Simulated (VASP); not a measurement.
# SrCl2: single point with r2SCAN

The system is SrCl2.

```
Sr Cl
1.0
     0.00000    3.48550    3.48550
     3.48550    0.00000    3.48550
     3.48550    3.48550    0.00000
Sr Cl
1 2
Cartesian
  0.0000 0.0000 0.0000
  1.7428 1.7428 1.7428
  5.2283 5.2283 5.2283
```

```yaml
Program: VASP 6.6.1
Task: single point
Functional: r2SCAN
Potentials_or_basis: VASP PAW PBE potentials, release 64 (Sr_sv, Cl)
Cutoff: 520 eV
k_mesh: 6 × 6 × 6
Occupations: gaussian, width 0.05 eV
Spin: no spin polarisation
```

```yaml
Pressure: 0.4 GPa
Band_gap_on_the_k_mesh: 5.98 eV, indirect (least direct gap 5.99 eV)
```

Levels at points of the mesh, in eV from the valence-band top:
```tsv
k point	band 10	band 11	band 12	band 13	band 14	band 15
(0.00, 0.00, 0.00)	-0.35	-0.35	-0.35	5.98	6.69	6.69
(0.50, 0.00, 0.00)	-1.35	-1.07	-1.07	7.30	7.30	8.23
(0.50, 0.50, 0.00)	-0.40	-0.40	0.00	5.99	7.79	8.22
```

Run time: 3.8 min on 1 thread of Intel(R) Xeon(R) Platinum 8259CL CPU @ 2.50GHz (Skylake/Cascade Lake), with other jobs on the host, peak memory 0.26 GiB.

Caveat: the PAW data sets were made with another functional, which shifts forces and pressure a little. A k mesh can miss the band edges.
